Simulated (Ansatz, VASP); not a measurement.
# Two plane-wave programs on BiIrO

File POSCAR:

```
BiIrO
1.0
    3.6472899900      0.0000000000      0.0000000000
    0.0000000000      3.6472899900      0.0000000000
    0.0000000000      0.0000000000      6.9101613500
Bi O Ir
2 2 2
Direct
    0.0000000000      0.5000000000      0.1710000000
    0.5000000000      0.0000000000      0.8290000000
    0.0000000000      0.0000000000      0.0000000000
    0.5000000000      0.5000000000      0.0000000000
    0.0000000000      0.5000000000      0.6500000000
    0.5000000000      0.0000000000      0.3500000000
```

File INCAR.step1:

```
SYSTEM = BiIrO
PREC = Accurate
ENCUT = 660
ISMEAR = 1
SIGMA = 0.1804
LREAL = .False.
LASPH = .True.
NELM = 120
NBANDS = 47
GGA = PE
ALGO = Normal
EDIFF = 1E-5
LWAVE = .True.
LCHARG = .False.
GGA_COMPAT = .False.
```

The input INCAR.step2:

```
SYSTEM = BiIrO
PREC = Accurate
ENCUT = 660
EDIFF = 1E-6
ISMEAR = 1
SIGMA = 0.1804
LREAL = .False.
LASPH = .True.
NELM = 120
ALGO = Normal
ISIF = 2
LWAVE = .False.
LCHARG = .True.
METAGGA = R2SCAN
LMIXTAU = .True.
LELF = .True.
LVHAR = .True.
NBANDS = 47
ISTART = 1
GGA_COMPAT = .False.
```

File KPOINTS:

```
Automatic mesh
0
Gamma
  9 9 5
  0 0 0
```

Input for Ansatz:

```yaml
crystal:
  lattice:
    - [3.64728999, 0.0, 0.0]
    - [0.0, 3.64728999, 0.0]
    - [0.0, 0.0, 6.91016135]
  atoms:
    - { symbol: Bi, position: [0.0, 0.5, 0.171] }
    - { symbol: Bi, position: [0.5, 0.0, 0.829] }
    - { symbol: O, position: [0.0, 0.0, 0.0] }
    - { symbol: O, position: [0.5, 0.5, 0.0] }
    - { symbol: Ir, position: [0.0, 0.5, 0.65] }
    - { symbol: Ir, position: [0.5, 0.0, 0.35] }
  symmetry: { tolerance: 0.0003 }
kpoints:
  mp_grid: { grid: [9, 9, 5], shift: [0, 0, 0] }
  band_path:
    path:
      - [0.0, 0.0, 0.0]
      - [0.0, 0.5, 0.0]
      - [0.5, 0.5, 0.0]
      - [0.0, 0.0, 0.0]
      - [0.0, 0.0, 0.5]
      - [0.0, 0.5, 0.5]
      - [0.5, 0.5, 0.5]
      - [0.0, 0.0, 0.5]
    npoints: 7
magnetization:
  spin_polarized: false
scf:
  occupations: { method: methfessel_paxton, width: 0.1804 }
  lower_state_search: "off"
  max_iter: 200
hamiltonian:
  pseudopotentials: { kind: paw }
  xc: r2scan
basis:
  ecutwfc: 500
  fft_grid_basis: typed
output:
  forces: true
  stress: true
  eigenvalues: true
  bader: true
  populations: true
  elf: true
  write_potential: true
  volumetric_format: npy
  dos:
    e_range: [-12, 8]
    de: 0.05
    projected: { site_lists: { Bi: [Bi], Ir: [Ir], O: [O] } }
checkpoint:
  read: saved_state
```

Alike in both runs: task single point; functional r2SCAN; k mesh 9 × 9 × 5; occupations methfessel-paxton of order 1, width 0.1804 eV; no spin polarisation.

|  | VASP | Ansatz |
| --- | --- | --- |
| version | VASP 6.6.1 | Ansatz 0.2.0 |
| potentials or method | VASP PAW PBE potentials, release 64 (Bi_d, O, Ir_sv_GW), cutoff 660 eV | PAW plane waves |
| valence electrons in the cell | 76 | 76 |

```tsv
	VASP	Ansatz	Ansatz less VASP
pressure (GPa)	16.0	15.2	-0.78
traceless stress, the component that is largest in VASP (GPa)	10.34	10.61	+0.266
rms of the force components (eV/Å)	1.957	1.910	-0.0466
```

VASP's potentials were made for PBE, not for r2SCAN. Atom by atom the forces differ by 0.049 eV/Å (rms over components).

Neither program's run includes spin-orbit coupling.
